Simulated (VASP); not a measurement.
# ZnS (F-43m) in VASP: further runs

The runs below take ZnS through single point, with PBEsol.

Everything below comes from runs of VASP 6.6.1. Logs are shortened: lines on timing, memory, paths and dates and some standing lists are left out, and cuts for length are marked.

### 1 The cell of the first run

It takes space group F-43m (No. 216, cubic). Conventional cell: a = 5.114 Å, b = 5.114 Å, c = 5.114 Å, α = 90.00°, β = 90.00°, γ = 90.00°. Within 2.9 Å of Zn (site symmetry -43m) lie 4 S at 2.21 Å. S (site symmetry -43m) has 4 Zn at 2.21 Å within 2.9 Å.

### 2 Single point, PBEsol

INCAR reads:

```
SYSTEM = ZnS
PREC = Accurate ; ENCUT = 520
EDIFF = 1E-6 ; ISMEAR = 0
SIGMA = 0.01 ; LREAL = .FALSE.
LASPH = .TRUE. ; NELM = 80
ALGO = Normal ; ISIF = 2
LWAVE = .FALSE. ; LCHARG = .FALSE.
GGA = PS ; NBANDS = 16
```

KPOINTS reads:

```
regular mesh
0
G
  8 8 8
  0 0 0
```

POSCAR reads:

```
ZnS
1.0
    0.0000000000      2.5568124140      2.5568124140
    2.5568124140      0.0000000000      2.5568124140
    2.5568124140      2.5568124140      0.0000000000
Zn S
1 1
Direct
    0.7500000000      0.7500000000      0.7500000000
    0.0000000000      0.0000000000      0.0000000000
```

Potentials or basis: VASP PAW PBE potentials, release 64 (Zn, S).

Command:

```
cat potpaw_PBE.64/Zn/POTCAR potpaw_PBE.64/S/POTCAR > POTCAR
mpirun -np 1 vasp_std > vasp.out
```

OUTCAR:

```text
SYSTEM = ZnS
   PREC = Accurate
   ENCUT = 520
   EDIFF = 1E-6
   ISMEAR = 0
   LREAL = .FALSE.
   LASPH = .TRUE.
   NELM = 80
   ISIF = 2
   GGA = PS

 ion  position               nearest neighbor table
   1  0.750  0.750  0.750-   2 2.21   2 2.21   2 2.21   2 2.21
   2  0.000  0.000  0.000-   1 2.21   1 2.21   1 2.21   1 2.21

  LATTYP: Found a face centered cubic cell.
 ALAT       =     5.1136248280

  Lattice vectors:

 A1 = (   0.0000000000,   2.5568124140,   2.5568124140)
 A2 = (   2.5568124140,   0.0000000000,   2.5568124140)
 A3 = (   2.5568124140,   2.5568124140,   0.0000000000)

Analysis of symmetry for initial positions (statically):
=====================================================================
 Subroutine PRICEL returns:
 Original cell was already a primitive cell.

 Routine SETGRP: Setting up the symmetry group for a
 face centered cubic supercell.

 Subroutine GETGRP returns: Found 24 space group operations
 (whereof 24 operations were pure point group operations)
 out of a pool of 48 trial point group operations.

The static configuration has the point symmetry T_d .

Analysis of symmetry for dynamics (positions and initial velocities):
=====================================================================
 Subroutine PRICEL returns:
 Original cell was already a primitive cell.

 Routine SETGRP: Setting up the symmetry group for a
 face centered cubic supercell.

 Subroutine GETGRP returns: Found 24 space group operations
 (whereof 24 operations were pure point group operations)
 out of a pool of 48 trial point group operations.

The dynamic configuration has the point symmetry T_d .

 Subroutine INISYM returns: Found 24 space group operations
 (whereof 24 operations are pure point group operations),
 and found     1 'primitive' translations

----------------------------------------------------------------------------------------

                                     Primitive cell

  volume of cell :      33.4292

  direct lattice vectors                    reciprocal lattice vectors
     0.000000000  2.556812414  2.556812414    -0.195555997  0.195555997  0.195555997
     2.556812414  0.000000000  2.556812414     0.195555997 -0.195555997  0.195555997
     2.556812414  2.556812414  0.000000000     0.195555997  0.195555997 -0.195555997

  length of vectors
     3.615878792  3.615878792  3.615878792     0.338712922  0.338712922  0.338712922

  position of ions in fractional coordinates (direct lattice)
     0.750000000  0.750000000  0.750000000
     0.000000000  0.000000000  0.000000000

  ion indices of the primitive-cell ions
   primitive index   ion index
                 1           1
                 2           2

----------------------------------------------------------------------------------------

 KPOINTS: regular mesh

Automatic generation of k-mesh.
 Grid dimensions read from file:
 generate k-points for:    8    8    8

 Generating k-lattice:

  Cartesian coordinates                     Fractional coordinates (reciprocal lattice)
    -0.024444500  0.024444500  0.024444500     0.125000000  0.000000000  0.000000000
     0.024444500 -0.024444500  0.024444500     0.000000000  0.125000000  0.000000000
     0.024444500  0.024444500 -0.024444500     0.000000000  0.000000000  0.125000000

  Length of vectors
     0.042339115  0.042339115  0.042339115

  Shift w.r.t. Gamma in fractional coordinates (k-lattice)
     0.000000000  0.000000000  0.000000000

 Subroutine IBZKPT returns following result:
 ===========================================

 Found     29 irreducible k-points:

 Following reciprocal coordinates:
            Coordinates               Weight
  0.000000  0.000000  0.000000      1.000000
  0.125000  0.000000  0.000000      8.000000
  0.250000  0.000000  0.000000      8.000000
  0.375000  0.000000  0.000000      8.000000
  0.500000  0.000000  0.000000      4.000000
  0.125000  0.125000  0.000000      6.000000
[... 16 lines left out ...]
  0.500000  0.250000  0.125000     48.000000
 -0.375000  0.250000  0.125000     24.000000
 [... further k-points ...]
   k-points           NKPTS =     29   k-points in BZ     NKDIM =     29   number of bands    NBANDS=     16
   number of dos      NEDOS =    301   number of ions     NIONS =      2
   total plane-waves  NPLWV =  21952
   dimension x,y,z NGX =    28 NGY =   28 NGZ =   28
   dimension x,y,z NGXF=    56 NGYF=   56 NGZF=   56
   ions per type =               1   1
   NGX,Y,Z   is equivalent  to a cutoff of  12.87, 12.87, 12.87 a.u.
   NGXF,Y,Z  is equivalent  to a cutoff of  25.75, 25.75, 25.75 a.u.
 SYSTEM =  ZnS
   PREC   = accura    normal or accurate (medium, high low for compatibility)
   ISTART =      0    job   : 0-new  1-cont  2-samecut
   ICHARG =      2    charge: 1-file 2-atom 10-const
   ISPIN  =      1    spin polarized calculation?
   LNONCOLLINEAR =      F non collinear calculations
   LSORBIT =      F    spin-orbit coupling
   LASPH  =      T    aspherical Exc in radial PAW
   ENCUT  =  520.0 eV  38.22 Ry    6.18 a.u.   6.72  6.72  6.72*2*pi/ulx,y,z
   NELM   =     80;   NELMIN=  2; NELMDL= -5     # of ELM steps
   EDIFF  = 0.1E-05   stopping-criterion for ELM
   LREAL  =      F    real-space projection
   EDIFFG = 0.1E-04   stopping-criterion for IOM
   NSW    =      0    number of steps for IOM
   IBRION =     -1    ionic relax: 0-MD 1-quasi-New 2-CG
   NFREE  =      0    steps in history (QN), initial steepest desc. (CG)
   ISIF   =      2    stress and relaxation
   ISYM   =      2    0-nonsym 1-usesym 2-fastsym
   POTIM  = 0.5000    time-step for ionic-motion
   TEBEG  =    0.0;   TEEND  =   0.0 temperature during run
   PSTRESS=    0.0 pullay stress
   NELECT =      18.0000    total number of electrons
   NUPDOWN=      -1.0000    fix difference up-down
   EMIN   =  10.00;   EMAX   =-10.00  energy-range for DOS
   EFERMI =   0.00;   METHOD = LEGACY
   ISMEAR =     0;   SIGMA  =   0.01  broadening in eV -4-tet -1-fermi 0-gaus
   EFERMI_NEDOS =   21; number of points for ismear=-14 and -15
   IALGO  =     38    algorithm
   IMIX   =      4    mixing-type and parameters
     AMIX     =   0.40;   BMIX     =  1.00
     AMIX_MAG =   1.60;   BMIX_MAG =  1.00
  volume/ion in A,a.u.               =      16.71       112.80
  Fermi-wavevector in a.u.,A,eV,Ry     =   1.331855  2.516840 24.134512  1.773837
  Thomas-Fermi vector in A             =   2.460834
   LORBIT       =      0    0 simple, 1 ext, 2 COOP (PROOUT), +10 PAW based schemes
   GGA     = PS    functional components
   LHFCALC =     F    Hartree Fock is set to
   AEXX    =    0.0000 exact exchange contribution
   IVDW    =     0    specifies the selected vdW correction
   LEPSILON=     F    determine dielectric tensor
   LRPA    =     F    only Hartree local field effects (RPA)
 non-spin polarized calculation
 Gauss-broadening in eV      SIGMA  =   0.01
  energy-cutoff  :      520.00
  volume of cell :       33.43
 maximum number of plane-waves:       934
   NGX = 13   NGY = 13   NGZ = 13

 number of electron      18.0000000 magnetization

 Free energy of the ion-electron system (eV)
  ---------------------------------------------------
  ext. energy  EPLUGINS =         0.00000000
  ---------------------------------------------------
  free energy    TOTEN  =        -7.37400989 eV

  energy without entropy =       -7.37400989  energy(sigma->0) =       -7.37400989

 E-fermi :   3.7946     XC(G=0): -10.6484

 val. band max:        3.7241713783   @ k =   0.0000   0.0000   0.0000
 cond. band min:       6.4490598961   @ k =   0.0000   0.0000   0.0000
 fundamental gap:      2.7248885179
 Fermi energy:         3.7946166751

 k-point     1 :       0.0000    0.0000    0.0000
  band No.  band energies     occupation
      1     -10.7445      2.00000
      2      -3.4831      2.00000
      3      -3.4831      2.00000
      4      -3.4831      2.00000
      5      -2.7695      2.00000
      6      -2.7695      2.00000
[... 8 lines left out ...]
     15      15.6314      0.00000
     16      16.2922      0.00000

 k-point     2 :       0.1250    0.0000    0.0000
  band No.  band energies     occupation
      1     -10.5891      2.00000
      2      -3.5004      2.00000
      3      -3.4539      2.00000
      4      -3.4539      2.00000
      5      -2.7727      2.00000
      6      -2.7727      2.00000
[... 8 lines left out ...]
     15      14.9242      0.00000
     16      16.9535      0.00000

 k-point     3 :       0.2500    0.0000    0.0000
  band No.  band energies     occupation
      1     -10.1756      2.00000
      2      -3.4994      2.00000
      3      -3.3904      2.00000
      4      -3.3904      2.00000
      5      -2.7687      2.00000
      6      -2.7687      2.00000
[... 8 lines left out ...]
     15      14.7186      0.00000
     16      16.1638      0.00000

 k-point     4 :       0.3750    0.0000    0.0000
  band No.  band energies     occupation
      1      -9.6886      2.00000
      2      -3.3417      2.00000
      3      -3.3417      2.00000
      4      -3.3280      2.00000
      5      -2.7423      2.00000
      6      -2.7423      2.00000
[... 8 lines left out ...]
     15      16.0419      0.00000
     16      16.0419      0.00000
[... 324 lines left out ...]
 k-point    22 :       0.3750    0.2500    0.1250
  band No.  band energies     occupation
      1      -9.8465      2.00000
      2      -3.5477      2.00000
      3      -3.3107      2.00000
      4      -3.2767      2.00000
      5      -2.8128      2.00000
      6      -2.7118      2.00000
[... 8 lines left out ...]
     15      16.9211      0.00000
     16      19.4290      0.00000

 k-point    23 :       0.5000    0.2500    0.1250
  band No.  band energies     occupation
      1      -9.4341      2.00000
      2      -3.4050      2.00000
      3      -3.2810      2.00000
      4      -3.1444      2.00000
      5      -2.7547      2.00000
      6      -2.6854      2.00000
[... 8 lines left out ...]
     15      18.1912      0.00000
     16      18.7012      0.00000

 k-point    24 :      -0.3750    0.2500    0.1250
  band No.  band energies     occupation
      1      -9.2442      2.00000
      2      -3.3444      2.00000
      3      -3.2440      2.00000
      4      -2.9273      2.00000
      5      -2.7578      2.00000
      6      -2.4360      2.00000
[... 8 lines left out ...]
     15      17.6571      0.00000
     16      18.7495      0.00000

 [... further k-points ...]
[... 5 lines left out ...]
  --------------------------------------------------------------------------------------
  -------------------------------------------------------------------------------------
  Total        3.1828213      3.1828213      3.1828213     -0.0000000     -0.0000000      0.0000000
  in kB      152.5443909    152.5443909    152.5443909     -0.0000000     -0.0000000      0.0000000
  external PRESSURE =     152.5443909 kB  Pullay stress =       0.0000000 kB

 VOLUME and BASIS-vectors are now :
 -----------------------------------------------------------------------------
  energy-cutoff  :      520.00
  volume of cell :       33.43
      direct lattice vectors                 reciprocal lattice vectors
     0.000000000  2.556812414  2.556812414    -0.195555997  0.195555997  0.195555997
     2.556812414  0.000000000  2.556812414     0.195555997 -0.195555997  0.195555997
     2.556812414  2.556812414  0.000000000     0.195555997  0.195555997 -0.195555997

 POSITION                                       TOTAL-FORCE (eV/Angst)
 -----------------------------------------------------------------------------------
      3.83522      3.83522      3.83522         0.000000      0.000000      0.000000
      0.00000      0.00000      0.00000        -0.000000     -0.000000     -0.000000
 -----------------------------------------------------------------------------------
    total drift:                                0.000002      0.000002      0.000002

  FREE ENERGIE OF THE ION-ELECTRON SYSTEM (eV)
  ---------------------------------------------------
  free  energy   TOTEN  =        -7.3740098936 eV

  energy  without entropy=       -7.3740098936  energy(sigma->0) =       -7.37400989
```

It took 21 s on 1 thread of Intel Xeon 8259CL, shared host; peak memory 0.16 GiB.

Results:

```yaml
Free_energy: -7.3740 eV
Pressure: 15.3 GPa
Band_gap_on_the_k_mesh: 2.72 eV, direct
```

Levels at points of the mesh, in eV from the valence-band top:
| k point | band 7 | band 8 | band 9 | band 10 | band 11 | band 12 |
| --- | --- | --- | --- | --- | --- | --- |
| (0.00, 0.00, 0.00) | 0.00 | 0.00 | 0.00 | 2.72 | 6.13 | 6.13 |
| (0.50, 0.00, 0.00) | -6.18 | -1.15 | -1.15 | 3.48 | 6.68 | 6.68 |
| (0.50, 0.50, 0.00) | -5.30 | -2.92 | -2.92 | 2.82 | 3.83 | 12.14 |

Caveat: the PAW data sets were made with another functional, which shifts forces and pressure a little.

(Continued in part 2 of 3.)
